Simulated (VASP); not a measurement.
Wanted: the native input for a VASP 6.6.1 run.

* Task: relaxation of cell and atoms
* Functional: r2SCAN
* Dispersion: rVV10
* Potentials or basis: VASP PAW PBE potentials, release 64 (Ba_sv, Te, H)
* Cutoff: 550 eV
* k mesh: 6 × 6 × 4
* Occupations: fermi-dirac, width 0.03 eV
* Spin: no spin polarisation
* Dipole correction: no
* Further INCAR settings: ALGO = Normal; EDIFF = 1e-07; IBRION = 2; EDIFFG = -0.01; NSW = 100; ISIF = 3

The system is BaTeH6.

```
CELL_PARAMETERS angstrom
3.70599 0.00000 0.00000
0.00000 3.70599 0.00000
0.00000 0.00000 6.51224
ATOMIC_POSITIONS crystal
Ba 0.00000 0.00000 0.50000
Te 0.00000 0.00000 0.00000
H 0.50000 0.50000 0.00000
H 0.50000 0.50000 0.50000
H 0.50000 0.00000 0.16471
H 0.50000 0.00000 0.83529
H 0.00000 0.50000 0.16471
H 0.00000 0.50000 0.83529
```

These files were run (other wordings do the same):

POSCAR

```
BaTeH6
1.0
    3.7059901152      0.0000000000      0.0000000000
    0.0000000000      3.7059901152      0.0000000000
    0.0000000000      0.0000000000      6.5122387622
Ba Te H
1 1 6
Direct
    0.0000000000      0.0000000000      0.5000000000
    0.0000000000      0.0000000000      0.0000000000
    0.5000000000      0.5000000000      0.0000000000
    0.5000000000      0.5000000000      0.5000000000
    0.5000000000      0.0000000000      0.1647124750
    0.5000000000      0.0000000000      0.8352875250
    0.0000000000      0.5000000000      0.1647124750
    0.0000000000      0.5000000000      0.8352875250
```

INCAR.step1

```
SYSTEM = BaTeH6
PREC = Accurate
ENCUT = 550
ISMEAR = -1
SIGMA = 0.03
LREAL = .False.
LASPH = .True.
NELM = 120
GGA = PE
ALGO = Normal
EDIFF = 1E-5
LWAVE = .True.
LCHARG = .False.
GGA_COMPAT = .False.
IBRION = 2
ISIF = 3
EDIFFG = -0.005
NELMIN = 4
NSW = 100
```

INCAR.step2

```
SYSTEM = BaTeH6
PREC = Accurate
ENCUT = 550
EDIFF = 1E-7
ISMEAR = -1
SIGMA = 0.03
LREAL = .False.
LASPH = .True.
NELM = 120
ALGO = Normal
ISIF = 3
LWAVE = .False.
LCHARG = .False.
METAGGA = R2SCAN
LMIXTAU = .True.
LUSE_VDW = .True.
IVDW_NL = 2
BPARAM = 11.95
CPARAM = 0.0093
IBRION = 2
NSW = 100
EDIFFG = -0.01
ISTART = 1
GGA_COMPAT = .False.
NELMIN = 4
```

KPOINTS

```
Automatic mesh
0
Gamma
  6 6 4
  0 0 0
```

Potentials or basis: VASP PAW PBE potentials, release 64 (Ba_sv, Te, H).

The run is started by

```console
$ cat potpaw_PBE.64/Ba_sv/POTCAR potpaw_PBE.64/Te/POTCAR potpaw_PBE.64/H/POTCAR > POTCAR
$ cp INCAR.step1 INCAR
$ mpirun -np 1 vasp_std > vasp.out
$ cp INCAR.step2 INCAR
$ mpirun -np 1 vasp_std > vasp.out
```

It gave:

```json
{"Relaxed volume": "11.63 Å³/atom", "Relaxed cell": "a = 3.743 Å, b = 3.743 Å, c = 6.642 Å, α = 90.00°, β = 90.00°, γ = 90.00°", "Space group after relaxing (to 0.1 Å)": "P4/mmm (No. 123)", "Energy gained by relaxing": "3.6 meV/atom", "Ionic steps": "7", "Pressure after relaxing": "0.0 GPa", "Band gap on the k mesh": "zero (bands 11 and 12 overlap by 3.36 eV)"}
```

Caveat: the PAW data sets were made with another functional, which shifts forces and pressure a little; spin-orbit coupling is left out, which moves the levels of the heavy elements.

It took 25 min on 1 thread of Intel Xeon 8259CL, on a shared host, peak memory 0.41 GiB.
